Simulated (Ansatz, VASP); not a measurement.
## MnCu2S4 in VASP and in Ansatz

The input POSCAR:

```
MnCu2S4
1.0
    0.0000000000      3.4576180200      0.0000000000
    5.9887121300      0.0000000000      0.0000000000
   -2.9838629600      1.7288095200     -6.0098275700
Mn Cu S
1 2 4
Direct
    0.0000000000      0.0000000000      0.0000000000
    0.2500000000      0.7500000000      0.5000000000
    0.7500000000      0.2500000000      0.5000000000
    0.3750000000      0.9583300000      0.2500000000
    0.6250000000      0.0416700000      0.7500000000
    0.8750000000      0.4583300000      0.2500000000
    0.1250000000      0.5416700000      0.7500000000
```

File INCAR.step1:

```
SYSTEM = MnCu2S4
PREC     = Accurate       ! precision mode
ENCUT    = 520            ! plane-wave cutoff, eV
ISMEAR   = -1             ! smearing method
SIGMA    = 0.1            ! smearing width, eV
LREAL    = .False.        ! projectors in reciprocal space
LASPH    = .True.         ! aspherical terms in the spheres
NELM     = 80             ! most SCF steps
NBANDS   = 38             ! bands
GGA      = PE             ! functional
ALGO     = Normal         ! electronic algorithm
EDIFF    = 1E-4           ! SCF threshold, eV
LWAVE    = .True.         ! write WAVECAR
LCHARG   = .False.        ! write CHGCAR
```

Contents of INCAR.step2:

```
SYSTEM = MnCu2S4
PREC     = Accurate       ! precision mode
ENCUT    = 520            ! plane-wave cutoff, eV
EDIFF    = 1E-6           ! SCF threshold, eV
ISMEAR   = -1             ! smearing method
SIGMA    = 0.1            ! smearing width, eV
LREAL    = .False.        ! projectors in reciprocal space
LASPH    = .True.         ! aspherical terms in the spheres
NELM     = 80             ! most SCF steps
ALGO     = Normal         ! electronic algorithm
ISIF     = 2              ! what is computed and relaxed
LWAVE    = .False.        ! write WAVECAR
LCHARG   = .False.        ! write CHGCAR
METAGGA  = R2SCAN         ! meta-GGA
LMIXTAU  = .True.       
NBANDS   = 38             ! bands
ISTART   = 1
```

The input KPOINTS:

```
Automatic mesh
0
Gamma
  5 4 5
  0 0 0
```

Input for Ansatz:

```yaml
crystal:
  lattice:
    - [0.0, 3.45761802, 0.0]
    - [5.98871213, 0.0, 0.0]
    - [-2.98386296, 1.72880952, -6.00982757]
  atoms:
    - { symbol: Mn, position: [0.0, 0.0, 0.0] }
    - { symbol: Cu, position: [0.25, 0.75, 0.5] }
    - { symbol: Cu, position: [0.75, 0.25, 0.5] }
    - { symbol: S, position: [0.375, 0.95833, 0.25] }
    - { symbol: S, position: [0.625, 0.04167, 0.75] }
    - { symbol: S, position: [0.875, 0.45833, 0.25] }
    - { symbol: S, position: [0.125, 0.54167, 0.75] }
kpoints:
  mp_grid: { grid: [5, 4, 5], shift: [0, 0, 0] }
magnetization:
  spin_polarized: false
scf:
  occupations: { method: fermi_dirac }
  lower_state_search: "off"
  max_iter: 200
hamiltonian:
  pseudopotentials: { kind: paw }
  xc: r2scan
basis:
  ecutwfc: 500
  fft_grid_basis: typed
output:
  forces: true
  stress: true
  eigenvalues: true
  bader: true
  populations: true
  elf: true
  write_potential: true
  volumetric_format: npy
  dos:
    e_range: [-12, 8]
    de: 0.05
    projected: { site_lists: { Cu: [Cu], Mn: [Mn], S: [S] } }
checkpoint:
  read: saved_state
```

Alike in both runs: task single point; functional r2SCAN; k mesh 5 × 4 × 5; no spin polarisation.

|  | VASP | Ansatz |
| --- | --- | --- |
| version | VASP 6.6.1 | Ansatz 0.2.0 |
| potentials or method | VASP PAW PBE potentials, release 64 (Mn_pv, Cu, S), cutoff 520 eV | PAW plane waves |
| occupations | fermi-dirac, width 0.1 eV | fermi-dirac |
| valence electrons in the cell | 59 | 77 |

```csv
,VASP,Ansatz,Ansatz less VASP
pressure (GPa),-13.5,-13.5,+0.02
"traceless stress, the component that is largest in VASP (GPa)",-5.26,-5.31,-0.055
rms of the force components (eV/Å),0.497,0.496,-0.0010
```

VASP's potentials were made for PBE, not for r2SCAN. Atom by atom the forces differ by 0.008 eV/Å (rms over components). VASP's potentials hold 59 valence electrons a cell and Ansatz's 77, so a difference there can come from the potentials and not from the codes. Ansatz's warnings: structure snapped to symmetry.

The k mesh is coarse, so the values compare programs but aren't converged.
